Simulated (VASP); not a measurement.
# NaCl (R-3m) in VASP: notebook

The runs below take NaCl through single point, with PBEsol.

Everything below comes from runs of VASP 6.6.1. Logs are shortened: lines on timing, memory, paths and dates and some standing lists are left out, and cuts for length are marked.

### Step 1. The cell of the first run

The structure is trigonal, space group R-3m (No. 166). The conventional cell has a = 5.089 Å, b = 5.089 Å, c = 5.141 Å, α = 90.00°, β = 90.00°, γ = 120.00°. Na (site symmetry -3m) has 8 Cl at 2.57 to 3.06 Å within 3.4 Å. Within 3.4 Å of Cl (site symmetry -3m) lie 8 Na at 2.57 to 3.06 Å.

### Step 2. Single point, PBEsol (strained)

Contents of INCAR:

```
PREC     = Accurate       # precision mode
ENCUT    = 520            # plane-wave cutoff, eV
EDIFF    = 1E-7           # SCF threshold, eV
ISMEAR   = 0              # smearing method
SIGMA    = 0.02           # smearing width, eV
LREAL    = False          # projectors in reciprocal space
LASPH    = True           # aspherical terms in the spheres
NELM     = 60             # most SCF steps
ALGO     = Normal         # electronic algorithm
ISIF     = 2              # what is computed and relaxed
LWAVE    = False          # write WAVECAR
LCHARG   = False          # write CHGCAR
GGA      = PS             # functional
NBANDS   = 14             # bands
```

Contents of KPOINTS:

```
regular mesh
0
Gamma
  6 6 6
```

Contents of POSCAR:

```
NaCl
1.0
    3.3884738907      0.2101314000      0.2101314000
    0.2101314000      3.3884738907     -0.2101314000
    0.2101314000     -0.2101314000      3.3884738907
Na Cl
1 1
Direct
    0.0000000000      0.0000000000      0.0000000000
    0.5000000000      0.5000000000      0.5000000000
```

Potentials or basis: VASP PAW PBE potentials, release 64 (Na_pv, Cl).

Launch:

```
$ cat potpaw_PBE.64/Na_pv/POTCAR potpaw_PBE.64/Cl/POTCAR > POTCAR
$ mpirun -np 1 vasp_std > vasp.out
```

OUTCAR:

```text
PREC = Accurate
   ENCUT = 520
   EDIFF = 1E-7
   ISMEAR = 0
   LREAL = False
   LASPH = True
   NELM = 60
   ISIF = 2
   GGA = PS

 ion  position               nearest neighbor table
   1  0.000  0.000  0.000-   2 2.57   2 2.57
   2  0.500  0.500  0.500-   1 2.57   1 2.57

  LATTYP: Found a trigonal (rhomboedric) cell.
 ALAT       =     3.4014799306
 COS(alpha) =    -0.1192641730

  Lattice vectors:

 A1 = (   0.2101314000,   3.3884738907,  -0.2101314000)
 A2 = (  -3.3884738907,  -0.2101314000,  -0.2101314000)
 A3 = (   0.2101314000,  -0.2101314000,   3.3884738907)

Analysis of symmetry for initial positions (statically):
=====================================================================
 Subroutine PRICEL returns:
 Original cell was already a primitive cell.

 Routine SETGRP: Setting up the symmetry group for a
 trigonal (rhombohedral) supercell.

 Subroutine GETGRP returns: Found 12 space group operations
 (whereof 12 operations were pure point group operations)
 out of a pool of 12 trial point group operations.

The static configuration has the point symmetry D_3d.

Analysis of symmetry for dynamics (positions and initial velocities):
=====================================================================
 Subroutine PRICEL returns:
 Original cell was already a primitive cell.

 Routine SETGRP: Setting up the symmetry group for a
 trigonal (rhombohedral) supercell.

 Subroutine GETGRP returns: Found 12 space group operations
 (whereof 12 operations were pure point group operations)
 out of a pool of 12 trial point group operations.

The dynamic configuration has the point symmetry D_3d.

 Subroutine INISYM returns: Found 12 space group operations
 (whereof 12 operations are pure point group operations),
 and found     1 'primitive' translations

----------------------------------------------------------------------------------------

                                     Primitive cell

  volume of cell :      38.4382

  direct lattice vectors                    reciprocal lattice vectors
     3.388473891  0.210131400  0.210131400     0.297558045 -0.019672609 -0.019672609
     0.210131400  3.388473891 -0.210131400    -0.019672609  0.297558045  0.019672609
     0.210131400 -0.210131400  3.388473891    -0.019672609  0.019672609  0.297558045

  length of vectors
     3.401479931  3.401479931  3.401479931     0.298855840  0.298855840  0.298855840

  position of ions in fractional coordinates (direct lattice)
     0.000000000  0.000000000  0.000000000
     0.500000000  0.500000000  0.500000000

  ion indices of the primitive-cell ions
   primitive index   ion index
                 1           1
                 2           2

----------------------------------------------------------------------------------------

 KPOINTS: regular mesh

Automatic generation of k-mesh.
 Grid dimensions read from file:
 generate k-points for:    6    6    6

 Generating k-lattice:

  Cartesian coordinates                     Fractional coordinates (reciprocal lattice)
     0.049593007 -0.003278768 -0.003278768     0.166666667  0.000000000  0.000000000
    -0.003278768  0.049593007  0.003278768     0.000000000  0.166666667 -0.000000000
    -0.003278768  0.003278768  0.049593007     0.000000000 -0.000000000  0.166666667

  Length of vectors
     0.049809307  0.049809307  0.049809307

  Shift w.r.t. Gamma in fractional coordinates (k-lattice)
     0.000000000  0.000000000  0.000000000

 Subroutine IBZKPT returns following result:
 ===========================================

 Found     32 irreducible k-points:

 Following reciprocal coordinates:
            Coordinates               Weight
  0.000000  0.000000  0.000000      1.000000
  0.166667  0.000000  0.000000      6.000000
  0.333333 -0.000000  0.000000      6.000000
  0.500000 -0.000000  0.000000      3.000000
  0.166667  0.166667  0.000000      6.000000
  0.333333  0.166667  0.000000     12.000000
[... 16 lines left out ...]
  0.166667  0.500000  0.166667      6.000000
  0.333333  0.500000  0.166667     12.000000
 [... further k-points ...]
   k-points           NKPTS =     32   k-points in BZ     NKDIM =     32   number of bands    NBANDS=     14
   number of dos      NEDOS =    301   number of ions     NIONS =      2
   total plane-waves  NPLWV =  21952
   dimension x,y,z NGX =    28 NGY =   28 NGZ =   28
   dimension x,y,z NGXF=    56 NGYF=   56 NGZF=   56
   ions per type =               1   1
   NGX,Y,Z   is equivalent  to a cutoff of  13.68, 13.68, 13.68 a.u.
   NGXF,Y,Z  is equivalent  to a cutoff of  27.37, 27.37, 27.37 a.u.
 SYSTEM =  unknown system
   PREC   = accura    normal or accurate (medium, high low for compatibility)
   ISTART =      0    job   : 0-new  1-cont  2-samecut
   ICHARG =      2    charge: 1-file 2-atom 10-const
   ISPIN  =      1    spin polarized calculation?
   LNONCOLLINEAR =      F non collinear calculations
   LSORBIT =      F    spin-orbit coupling
   LASPH  =      T    aspherical Exc in radial PAW
   ENCUT  =  520.0 eV  38.22 Ry    6.18 a.u.   6.32  6.32  6.32*2*pi/ulx,y,z
   NELM   =     60;   NELMIN=  2; NELMDL= -5     # of ELM steps
   EDIFF  = 0.1E-06   stopping-criterion for ELM
   LREAL  =      F    real-space projection
   EDIFFG = 0.1E-05   stopping-criterion for IOM
   NSW    =      0    number of steps for IOM
   IBRION =     -1    ionic relax: 0-MD 1-quasi-New 2-CG
   NFREE  =      0    steps in history (QN), initial steepest desc. (CG)
   ISIF   =      2    stress and relaxation
   ISYM   =      2    0-nonsym 1-usesym 2-fastsym
   POTIM  = 0.5000    time-step for ionic-motion
   TEBEG  =    0.0;   TEEND  =   0.0 temperature during run
   PSTRESS=    0.0 pullay stress
   NELECT =      14.0000    total number of electrons
   NUPDOWN=      -1.0000    fix difference up-down
   EMIN   =  10.00;   EMAX   =-10.00  energy-range for DOS
   EFERMI =   0.00;   METHOD = LEGACY
   ISMEAR =     0;   SIGMA  =   0.02  broadening in eV -4-tet -1-fermi 0-gaus
   EFERMI_NEDOS =   21; number of points for ismear=-14 and -15
   IALGO  =     38    algorithm
   IMIX   =      4    mixing-type and parameters
     AMIX     =   0.40;   BMIX     =  1.00
     AMIX_MAG =   1.60;   BMIX_MAG =  1.00
  volume/ion in A,a.u.               =      19.22       129.70
  Fermi-wavevector in a.u.,A,eV,Ry     =   1.169131  2.209337 18.597353  1.366867
  Thomas-Fermi vector in A             =   2.305608
   LORBIT       =      0    0 simple, 1 ext, 2 COOP (PROOUT), +10 PAW based schemes
   GGA     = PS    functional components
   LHFCALC =     F    Hartree Fock is set to
   AEXX    =    0.0000 exact exchange contribution
   IVDW    =     0    specifies the selected vdW correction
   LEPSILON=     F    determine dielectric tensor
   LRPA    =     F    only Hartree local field effects (RPA)
 non-spin polarized calculation
 Gauss-broadening in eV      SIGMA  =   0.02
  energy-cutoff  :      520.00
  volume of cell :       38.44
 maximum number of plane-waves:      1057
 NGX is ok and might be reduce to    28
   NGX = 13   NGY = 13   NGZ = 13

 number of electron      14.0000007 magnetization

 Free energy of the ion-electron system (eV)
  ---------------------------------------------------
  ext. energy  EPLUGINS =         0.00000000
  ---------------------------------------------------
  free energy    TOTEN  =        -6.64628601 eV

  energy without entropy =       -6.64628601  energy(sigma->0) =       -6.64628601

 E-fermi :   1.1246     XC(G=0):  -9.0598

 val. band max:        1.0265396288   @ k =   0.5000   0.5000   0.0000
 cond. band min:       5.4453511341   @ k =   0.0000   0.0000   0.0000
 fundamental gap:      4.4188115053
 Fermi energy:         1.1245547080

 k-point     1 :       0.0000    0.0000    0.0000
  band No.  band energies     occupation
      1     -20.5370      2.00000
      2     -20.5370      2.00000
      3     -20.5287      2.00000
      4     -12.6420      2.00000
      5       0.1960      2.00000
      6       0.7312      2.00000
      7       0.7312      2.00000
      8       5.4454      0.00000
      9       9.6255      0.00000
     10       9.6255      0.00000
     11      16.4256      0.00000
     12      16.7454      0.00000
     13      16.7455      0.00000
     14      16.7673      0.00000

 k-point     2 :       0.1667    0.0000    0.0000
  band No.  band energies     occupation
      1     -20.5515      2.00000
      2     -20.5360      2.00000
      3     -20.5303      2.00000
      4     -12.5239      2.00000
      5      -0.4448      2.00000
      6       0.4730      2.00000
      7       0.7829      2.00000
      8       6.2302      0.00000
      9       9.9455      0.00000
     10      10.2287      0.00000
     11      14.9378      0.00000
     12      14.9737      0.00000
     13      16.8239      0.00000
     14      17.6940      0.00000

 k-point     3 :       0.3333   -0.0000    0.0000
  band No.  band energies     occupation
      1     -20.5845      2.00000
      2     -20.5339      2.00000
      3     -20.5291      2.00000
      4     -12.2710      2.00000
      5      -1.7694      2.00000
      6       0.4947      2.00000
      7       0.8910      2.00000
      8       7.4528      0.00000
      9      10.6753      0.00000
     10      10.7200      0.00000
     11      13.7583      0.00000
     12      14.2148      0.00000
     13      16.5190      0.00000
     14      17.4990      0.00000

 k-point     4 :       0.5000   -0.0000    0.0000
  band No.  band energies     occupation
      1     -20.6009      2.00000
      2     -20.5329      2.00000
      3     -20.5284      2.00000
      4     -12.1347      2.00000
      5      -2.3343      2.00000
      6       0.5248      2.00000
      7       0.9476      2.00000
      8       8.1021      0.00000
      9      10.5104      0.00000
     10      11.1436      0.00000
     11      13.6435      0.00000
     12      14.1296      0.00000
     13      14.5797      0.00000
     14      17.8247      0.00000

 k-point     5 :       0.1667    0.1667    0.0000
  band No.  band energies     occupation
      1     -20.5527      2.00000
      2     -20.5434      2.00000
      3     -20.5300      2.00000
      4     -12.4454      2.00000
      5      -0.2286      2.00000
      6      -0.1993      2.00000
      7       0.7189      2.00000
      8       6.8193      0.00000
      9      10.0716      0.00000
     10      10.7863      0.00000
     11      12.9334      0.00000
[... 276 lines left out ...]
 k-point    22 :      -0.3333    0.3333    0.1667
  band No.  band energies     occupation
      1     -20.5762      2.00000
      2     -20.5675      2.00000
      3     -20.5405      2.00000
      4     -11.9062      2.00000
      5      -1.2563      2.00000
      6      -1.1810      2.00000
      7       0.1279      2.00000
      8       8.5055      0.00000
      9      10.2731      0.00000
     10      11.1668      0.00000
     11      13.2971      0.00000
     12      14.4543      0.00000
     13      14.9989      0.00000
     14      19.3275      0.00000

 k-point    23 :       0.1667    0.5000    0.1667
  band No.  band energies     occupation
      1     -20.5938      2.00000
      2     -20.5460      2.00000
      3     -20.5375      2.00000
      4     -11.9859      2.00000
      5      -2.0284      2.00000
      6       0.0645      2.00000
      7       0.2529      2.00000
      8       9.1813      0.00000
      9       9.2618      0.00000
     10      11.5309      0.00000
     11      12.4993      0.00000
     12      13.7744      0.00000
     13      15.6952      0.00000
     14      18.0762      0.00000

 k-point    24 :       0.3333    0.5000    0.1667
  band No.  band energies     occupation
      1     -20.5874      2.00000
      2     -20.5666      2.00000
      3     -20.5373      2.00000
      4     -11.8325      2.00000
      5      -1.6751      2.00000
      6      -0.9288      2.00000
      7       0.3406      2.00000
      8       7.8174      0.00000
      9       9.8405      0.00000
     10      11.5573      0.00000
     11      12.1491      0.00000
     12      14.7583      0.00000
     13      16.3486      0.00000
     14      17.8641      0.00000

 [... further k-points ...]
[... 5 lines left out ...]
  --------------------------------------------------------------------------------------
  -------------------------------------------------------------------------------------
  Total        0.9494247      0.9494247      0.9494247     -0.5340274      0.5340274     -0.5340274
  in kB       39.5738120     39.5738120     39.5738120    -22.2592681     22.2592681    -22.2592681
  external PRESSURE =      39.5738120 kB  Pullay stress =       0.0000000 kB

 VOLUME and BASIS-vectors are now :
 -----------------------------------------------------------------------------
  energy-cutoff  :      520.00
  volume of cell :       38.44
      direct lattice vectors                 reciprocal lattice vectors
     3.388473891  0.210131400  0.210131400     0.297558045 -0.019672609 -0.019672609
     0.210131400  3.388473891 -0.210131400    -0.019672609  0.297558045  0.019672609
     0.210131400 -0.210131400  3.388473891    -0.019672609  0.019672609  0.297558045

 POSITION                                       TOTAL-FORCE (eV/Angst)
 -----------------------------------------------------------------------------------
      0.00000      0.00000      0.00000         0.000000      0.000000     -0.000000
      1.90437      1.69424      1.69424        -0.000000     -0.000000      0.000000
 -----------------------------------------------------------------------------------
    total drift:                                0.000000      0.000000      0.000000

  FREE ENERGIE OF THE ION-ELECTRON SYSTEM (eV)
  ---------------------------------------------------
  free  energy   TOTEN  =        -6.6462860059 eV

  energy  without entropy=       -6.6462860059  energy(sigma->0) =       -6.64628601
```

Run time: 14 s. Hardware: 1 thread of Intel Xeon Platinum 8488C (Sapphire Rapids), shared host; peak memory 0.15 GiB.

What came out:

```yaml
Free_energy: -6.6463 eV
Pressure: 4.0 GPa
Band_gap_on_the_k_mesh: 4.42 eV, indirect (least direct gap 4.71 eV)
```

Caveat: the cell differs from its parent crystal (strained); the PAW data sets were made with another functional, which shifts forces and pressure a little. A k mesh can miss the band edges.

### Step 3. Single point, PBEsol (strained)

Contents of INCAR:

```
PREC     = Accurate       # precision mode
ENCUT    = 520            # plane-wave cutoff, eV
EDIFF    = 1E-6           # SCF threshold, eV
ISMEAR   = 0              # smearing method
SIGMA    = 0.02           # smearing width, eV
LREAL    = False          # projectors in reciprocal space
LASPH    = True           # aspherical terms in the spheres
NELM     = 80             # most SCF steps
ALGO     = Normal         # electronic algorithm
ISIF     = 2              # what is computed and relaxed
LWAVE    = False          # write WAVECAR
LCHARG   = True           # write CHGCAR
GGA      = PS             # functional
LELF     = True           # ELF
LVHAR    = True         
NBANDS   = 14             # bands
```

KPOINTS is that of step 2.

Contents of POSCAR:

```
NaCl
1.0
    3.6751631641     -0.2101314000     -0.2101314000
   -0.2101314000      3.6751631641      0.2101314000
   -0.2101314000      0.2101314000      3.6751631641
Na Cl
1 1
Direct
    0.0000000000      0.0000000000      0.0000000000
    0.5000000000      0.5000000000      0.5000000000
```

Potentials or basis: VASP PAW PBE potentials, release 64 (Na_pv, Cl).

Launch:

```
$ cat potpaw_PBE.64/Na_pv/POTCAR potpaw_PBE.64/Cl/POTCAR > POTCAR
$ mpirun -np 1 vasp_std > vasp.out
```

Run time: 17 s. Hardware: 1 thread of AMD EPYC 9R45 (Zen 5), shared host; peak memory 0.12 GiB.

The run converged. Its results:

```yaml
Free_energy: -6.6649 eV
Pressure: -3.1 GPa
Band_gap_on_the_k_mesh: 3.63 eV, indirect (least direct gap 3.70 eV)
```

Stress tensor (GPa, compression positive):
```
-3.15 -0.74 -0.74
-0.74 -3.15  0.74
-0.74  0.74 -3.15
```

Levels at points of the mesh, in eV from the valence-band top:
| k point | band 5 | band 6 | band 7 | band 8 | band 9 | band 10 |
| --- | --- | --- | --- | --- | --- | --- |
| (0.00, 0.00, 0.00) | -0.45 | -0.45 | -0.07 | 3.63 | 8.73 | 8.73 |
| (0.50, 0.00, 0.00) | -2.33 | -0.30 | -0.04 | 6.45 | 7.87 | 10.14 |
| (0.50, 0.50, 0.00) | -1.86 | -1.65 | 0.00 | 5.64 | 9.22 | 9.69 |
| (0.50, 0.50, 0.50) | -1.58 | -1.32 | -1.32 | 6.39 | 7.59 | 7.59 |

Caveat: the cell differs from its parent crystal (strained); the PAW data sets were made with another functional, which shifts forces and pressure a little. A k mesh can miss the band edges.
